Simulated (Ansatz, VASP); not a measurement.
# Two plane-wave programs on V

File POSCAR:

```
V
1.0
   -1.4917693513      1.4917693513      1.4917693513
    1.4917693513     -1.4917693513      1.4917693513
    1.4917693513      1.4917693513     -1.4917693513
V
1
Direct
    0.0000000000      0.0000000000      0.0000000000
```

Contents of INCAR.step1:

```
ALGO = Normal
EDIFF = 1E-4
ENCUT = 520
GGA = PE
ISMEAR = -1
LASPH = True
LCHARG = False
LREAL = False
LWAVE = True
NBANDS = 12
NELM = 80
PREC = Accurate
SIGMA = 0.1
```

INCAR.step2

```
ALGO = Normal
EDIFF = 1E-6
ENCUT = 520
ISIF = 2
ISMEAR = -1
ISTART = 1
LASPH = True
LCHARG = False
LMIXTAU = True
LREAL = False
LWAVE = False
METAGGA = R2SCAN
NBANDS = 12
NELM = 80
PREC = Accurate
SIGMA = 0.1
```

KPOINTS

```
k-points
0
Gamma
  12 12 12
```

Input for Ansatz:

```yaml
crystal:
  lattice:
    - [-1.4917693513, 1.4917693513, 1.4917693513]
    - [1.4917693513, -1.4917693513, 1.4917693513]
    - [1.4917693513, 1.4917693513, -1.4917693513]
  atoms:
    - { symbol: V, position: [0.0, 0.0, 0.0] }
hamiltonian:
  xc: r2scan
  pseudopotentials:
    kind: paw
    azcp:
      V: "pseudopotentials/V.paw.azcp"
basis:
  ecutwfc: 500
  fft_grid_basis: typed
kpoints:
  mp_grid: { grid: [12, 12, 12], shift: [0, 0, 0] }
magnetization:
  spin_polarized: false
scf:
  occupations: { method: fermi_dirac, width: 0.1 }
  lower_state_search: "off"
output:
  stress: true
```

Alike in both runs: task single point; functional r2SCAN; k mesh 12 × 12 × 12; occupations fermi-dirac, width 0.1 eV; no spin polarisation.

|  | VASP | Ansatz |
| --- | --- | --- |
| version | VASP 6.6.1 | Ansatz 0.2.0 |
| potentials or method | VASP PAW PBE potentials, release 64 (V_sv), cutoff 520 eV | plane waves (500 eV) with PAW, scalar-relativistic |
| valence electrons in the cell | 13 | 13 |

```tsv
	VASP	Ansatz	Ansatz less VASP
pressure (GPa)	0.8	0.1	-0.71
```

VASP's potentials were made for PBE, not for r2SCAN. The functional is the same, so the differences come from potentials, cutoffs and numerics.
